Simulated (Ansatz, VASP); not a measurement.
Two plane-wave programs on WS2

```xyz
3
Lattice="3.1885 0.0000 0.0000 -1.5943 2.7613 0.0000 0.0000 0.0000 16.9507" Properties=species:S:1:pos:R:3 pbc="T T T"
W     0.0000    1.8409    0.0000
S     1.5943    0.9204   15.3797
S     1.5943    0.9204    1.5709
```

Alike in both runs: functional PBE; k mesh 12 × 12 × 2; occupations gaussian, width 0.02 eV; no spin polarisation.

Ansatz relaxed the structure, and its values are those at the end. VASP's run is a single point on that final structure, the one shown.

|  | VASP | Ansatz |
| --- | --- | --- |
| version | VASP 6.6.1 | Ansatz 0.2.0 |
| potentials or method | VASP PAW PBE potentials, release 64 (W_sv, S), cutoff 520 eV | scalar-relativistic, plane waves, PAW |
| valence electrons in the cell | 26 | 26 |

```tsv
	VASP	Ansatz	Ansatz less VASP
gap on the k mesh at the Fermi level (eV)	1.81	1.81	-0.003
least direct gap on the mesh (eV)	1.81	1.81	-0.003
```

Ansatz's warnings: xc potential rough in thin density.

Spin-orbit coupling is off throughout.
